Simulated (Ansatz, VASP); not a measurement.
# One calculation of MoS2, two programs

INCAR

```
SYSTEM = MoS2
PREC     = Accurate       ! precision mode
ENCUT    = 520            ! plane-wave cutoff, eV
EDIFF    = 1E-7           ! SCF threshold, eV
ISMEAR   = 0              ! smearing method
SIGMA    = 0.01           ! smearing width, eV
LREAL    = .FALSE.        ! projectors in reciprocal space
LASPH    = .TRUE.         ! aspherical terms in the spheres
NELM     = 60             ! most SCF steps
ALGO     = Normal         ! electronic algorithm
ISIF     = 2              ! what is computed and relaxed
LWAVE    = .FALSE.        ! write WAVECAR
LCHARG   = .FALSE.        ! write CHGCAR
GGA      = PE             ! functional
IBRION   = 2              ! ionic algorithm
NSW      = 60             ! ionic steps
EDIFFG   = -0.001         ! ionic threshold
```

File KPOINTS:

```
regular mesh
0
G
  12 12 3
  0 0 0
```

Contents of POSCAR:

```
MoS2
1.0
    3.1690000000      0.0000000000      0.0000000000
   -1.5845000000      2.7444345046      0.0000000000
    0.0000000000      0.0000000000     12.3240000000
Mo S
2 4
Direct
    0.3333333333      0.6666666667      0.2500000000
    0.6666666667      0.3333333333      0.7500000000
    0.3333333333      0.6666666667      0.6230000000
    0.6666666667      0.3333333333      0.1230000000
    0.3333333333      0.6666666667      0.8770000000
    0.6666666667      0.3333333333      0.3770000000
```

Input for Ansatz:

```yaml
crystal:
  lattice:
    - [3.169, 0.0, 0.0]
    - [-1.5845, 2.7444345046, 0.0]
    - [0.0, 0.0, 12.324]
  atoms:
    - { symbol: Mo, position: [0.3333333333, 0.6666666667, 0.25] }
    - { symbol: Mo, position: [0.6666666667, 0.3333333333, 0.75] }
    - { symbol: S, position: [0.3333333333, 0.6666666667, 0.623] }
    - { symbol: S, position: [0.6666666667, 0.3333333333, 0.123] }
    - { symbol: S, position: [0.3333333333, 0.6666666667, 0.877] }
    - { symbol: S, position: [0.6666666667, 0.3333333333, 0.377] }
scf:
  occupations: { method: fixed }
output:
  forces: true
  stress: true
  eigenvalues: true
  write_density: true
  write_potential: true
  elf: true
  volumetric_format: npy
hamiltonian:
  xc: pbe
basis:
  ecutwfc: 480
kpoints:
  mp_grid: { grid: [12, 12, 3] }
relax:
  f_tol: 0.001
  max_steps: 40
```

Alike in both runs: task relaxation of the atoms; functional PBE; k mesh 12 × 12 × 3; no spin polarisation.

|  | VASP | Ansatz |
| --- | --- | --- |
| version | VASP 6.6.1 | Ansatz 0.2.0 |
| potentials or method | VASP PAW PBE potentials, release 64 (Mo_sv, S), cutoff 520 eV | scalar-relativistic, plane waves, PAW |
| occupations | gaussian, width 0.01 eV | fixed |
| valence electrons in the cell | 52 | 52 |

Ansatz gave:

- gap on the k mesh at the Fermi level, each at its own relaxed structure (eV): 0.89

Problem. Estimate VASP's values.

Solution. gap on the k mesh at the Fermi level, each at its own relaxed structure (eV): 0.90.

Ansatz's warnings: stress scf threshold loose.
